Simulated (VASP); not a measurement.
## SnO2: single point with PBE

SnO2:

```
Sn O
1.0
     3.22813    0.00000    0.00000
    -1.61407    2.79565    0.00000
     0.00000    0.00000    5.18353
Sn O
1 2
Cartesian
  0.0000 0.0000 0.0000
  0.0000 1.8638 1.0106
  1.6141 0.9319 4.1730
```

```json
{
  "Program": "VASP 6.6.1",
  "Task": "single point",
  "Functional": "PBE",
  "Potentials or basis": "VASP PAW PBE potentials, release 64 (Sn_d, O)",
  "Cutoff": "520 eV",
  "k mesh": "6 × 6 × 4",
  "Occupations": "gaussian, width 0.1 eV",
  "Spin": "no spin polarisation"
}
```

```
Pressure               : 0.7 GPa
Largest force          : 0.053 eV/Å
Band gap on the k mesh : 2.17 eV, indirect (least direct gap 2.41 eV)
```

Forces in eV/Å, atoms in the order of the input:
```
Sn   0.000  0.000  0.000
O    0.000  0.000  0.053
O    0.000  0.000 -0.053
```

Stress tensor (GPa, compression positive):
```
0.77 0.00 0.00
0.00 0.77 0.00
0.00 0.00 0.50
```

Levels at points of the mesh, in eV from the valence-band top:
```tsv
k point	band 10	band 11	band 12	band 13	band 14	band 15	band 16	band 17
(0.00, 0.00, 0.00)	-1.21	-0.78	-0.78	-0.25	2.17	5.88	10.68	11.26
(0.50, 0.00, 0.00)	-2.92	-1.32	-0.39	-0.16	5.38	7.46	10.60	11.37
(0.00, 0.00, 0.50)	-1.22	-0.96	-0.77	-0.77	3.03	5.62	10.89	11.24
(0.50, 0.00, 0.50)	-2.89	-1.06	-0.45	-0.20	5.30	7.23	10.38	11.99
```

It took 8 s on 1 thread of Intel(R) Xeon(R) 6975P-C (Granite Rapids) (shared host), peak memory 0.16 GiB.

Caveat: spin-orbit coupling is left out, which moves the levels of the heavy elements. PBE gaps usually lie below the measured ones, often by a third to a half.
